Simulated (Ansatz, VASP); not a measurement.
# TaN: VASP beside Ansatz

```
Ta N
1.0
     5.16113    0.00000    0.00000
    -2.58056    4.46967    0.00000
     0.00000    0.00000    2.89146
Ta N
3 3
Direct
  0.33333 0.66667 0.50000
  0.66667 0.33333 0.50000
  0.00000 0.00000 0.00000
  0.39285 0.00000 0.00000
  0.60715 0.60715 0.00000
  0.00000 0.39285 0.00000
```

Change from the starting cell: volume scaled by 0.98, PAW files.

Alike in both runs: task electric field gradients; functional PBE; k mesh 6 × 6 × 9; occupations fermi-dirac, width 0.01 eV; no spin polarisation.

|  | VASP | Ansatz |
| --- | --- | --- |
| version | VASP 6.6.1 | Ansatz 0.2.0 |
| potentials or method | VASP PAW PBE potentials, release 64 (Ta_pv, N) | PAW with Ansatz's default frozen-core files, scalar-relativistic |
| plane-wave cutoff (eV) | 520 | 420 |
| valence electrons in the cell | 48 | 54 |

Ansatz gave:

| Item | Value |
| --- | --- |
| pressure (GPa) | 12.0 |
| traceless stress, the component that is largest in VASP (GPa) | 0.21 |
| rms of the force components (eV/Å) | 0.057 |
| size of Vzz on the site where it differs most (V/Å²) | 143.9 |

Problem. What did VASP give for the same quantities?

Solution. Pressure (GPa): 12.8; traceless stress, the component that is largest in VASP (GPa): 0.06; rms of the force components (eV/Å): 0.061; size of Vzz on the site where it differs most (V/Å²): 184.0.

Atom by atom the forces differ by 0.004 eV/Å (rms over components). VASP's potentials hold 48 valence electrons a cell and Ansatz's 54, so a difference there can come from the potentials and not from the codes.

Spin-orbit coupling is off throughout.
